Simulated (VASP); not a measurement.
A run of VASP 6.6.1 is set up as follows.

The input INCAR:

```
SYSTEM = Sc2As3Se3
PREC = Accurate ; ENCUT = 520
EDIFF = 1E-7 ; ISMEAR = 0
SIGMA = 0.2 ; LREAL = .FALSE.
LASPH = .TRUE. ; NELM = 80
ALGO = Normal ; ISIF = 2
LWAVE = .FALSE. ; LCHARG = .FALSE.
GGA = PE ; NBANDS = 38
```

Contents of KPOINTS:

```
Automatic mesh
0
G
  4 4 2
  0 0 0
```

POSCAR

```
Sc2As3Se3
1.0
    3.8067417700      0.0000000000      0.0000000000
    0.0000000000      5.7221270126      0.0000000000
    0.0000000000      0.0000000000      7.6307320209
Sc As Se
2 3 3
Direct
    0.0000000000      0.0000000000      0.7487576144
    0.0000000000      0.0000000000      0.2512423856
    0.5000000000      0.5000000000      0.7574325008
    0.5000000000      0.5000000000      0.2425674992
    0.0000000000      0.5000000000      0.0000000000
    0.0000000000      0.5000000000      0.5000000000
    0.5000000000      0.0000000000      0.0000000000
    0.5000000000      0.0000000000      0.5000000000
```

Potentials or basis: VASP PAW PBE potentials, release 64 (Sc_sv, As, Se).

Run with:

```sh
$ cat potpaw_PBE.64/Sc_sv/POTCAR potpaw_PBE.64/As/POTCAR potpaw_PBE.64/Se/POTCAR > POTCAR
$ mpirun -np 1 vasp_std > vasp.out
```

Question: Estimate the pressure.

Answer: 0.3 GPa.

Question: Predict the band gap on the k mesh.

Answer: Zero (an odd number of electrons rules out a gap without spin polarisation).

Question: Predict the largest force.

Answer: 0.030 eV/Å.

Forces on the atoms (eV/Å):
```
Sc   0.000  0.000  0.030
Sc   0.000  0.000 -0.030
As   0.000  0.000 -0.004
As   0.000  0.000  0.004
As   0.000  0.000  0.000
Se   0.000  0.000  0.000
Se   0.000  0.000  0.000
Se   0.000  0.000  0.000
```

Caveat: the k points lie up to 0.41 Å⁻¹ apart, too coarse for converged energies and pressures of a metal.
